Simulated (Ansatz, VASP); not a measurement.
CsPbCl3 in VASP and in Ansatz

Contents of POSCAR:

```
CsPbCl3
1.0
    5.6050000000      0.0000000000      0.0000000000
    0.0000000000      5.6050000000      0.0000000000
    0.0000000000      0.0000000000      5.6050000000
Pb Cs Cl
1 1 3
Direct
    0.5000000000      0.5000000000      0.5000000000
    0.0000000000      0.0000000000      0.0000000000
    0.5000000000      0.0000000000      0.5000000000
    0.0000000000      0.5000000000      0.5000000000
    0.5000000000      0.5000000000      0.0000000000
```

Contents of INCAR.step1:

```
PREC = Accurate
ENCUT = 600
ISMEAR = -1
SIGMA = 0.05
LREAL = False
LASPH = True
NELM = 60
GGA = PE
ALGO = Normal
EDIFF = 1E-4
LWAVE = True
LCHARG = False
```

INCAR.step2

```
PREC = Accurate
ENCUT = 600
EDIFF = 1E-6
ISMEAR = -1
SIGMA = 0.05
LREAL = False
LASPH = True
NELM = 60
ALGO = Normal
ISIF = 3
LWAVE = False
LCHARG = False
METAGGA = R2SCAN
LMIXTAU = True
IBRION = 2
NSW = 60
EDIFFG = -0.01
ISTART = 1
```

Contents of KPOINTS:

```
regular mesh
0
Gamma
  5 5 5
```

input.yaml

```yaml
crystal:
  lattice:
    - [5.605, 0.0, 0.0]
    - [0.0, 5.605, 0.0]
    - [0.0, 0.0, 5.605]
  atoms:
    - { symbol: Pb, position: [0.5, 0.5, 0.5] }
    - { symbol: Cs, position: [0.0, 0.0, 0.0] }
    - { symbol: Cl, position: [0.5, 0.0, 0.5] }
    - { symbol: Cl, position: [0.0, 0.5, 0.5] }
    - { symbol: Cl, position: [0.5, 0.5, 0.0] }
hamiltonian:
  xc: r2scan
  pseudopotentials: { kind: paw }
kpoints:
  mp_grid: { grid: [5, 5, 5] }
scf:
  occupations: { method: fermi_dirac, width: 0.05 }
output:
  forces: true
  stress: true
  eigenvalues: true
relax:
  f_tol: 0.01
  max_steps: 40
  cell: { stress_tol: 0.05 }
```

Alike in both runs: task relaxation of cell and atoms; functional r2SCAN; k mesh 5 × 5 × 5; occupations fermi-dirac, width 0.05 eV; no spin polarisation.

|  | VASP | Ansatz |
| --- | --- | --- |
| version | VASP 6.6.1 | Ansatz 0.2.0 |
| potentials or method | VASP PAW PBE potentials, release 64 (Pb_d, Cs_sv, Cl) | Ansatz PAW |
| plane-wave cutoff (eV) | 600 | 500 |
| valence electrons in the cell | 44 | 44 |

|  | VASP | Ansatz | Ansatz less VASP |
| --- | --- | --- | --- |
| gap on the k mesh at the Fermi level, each at its own relaxed structure (eV) | 3.40 | 3.39 | -0.015 |
| relaxed volume (Å³/atom) | 36.48 | 36.46 | -0.022 |
| relaxed length of the cell vector where the two differ most in proportion (Å) | 5.671 | 5.670 | -0.0011 |

VASP's potentials were made for PBE, not for r2SCAN.

Spin-orbit coupling is off throughout. Noted on Ansatz's run: odd divisions of the mesh miss points on the zone boundary, where band edges often lie, so the gap on the mesh can be too wide; the plane-wave basis is chosen anew once the cell has moved, so the energies of steps on either side of that aren't comparable.
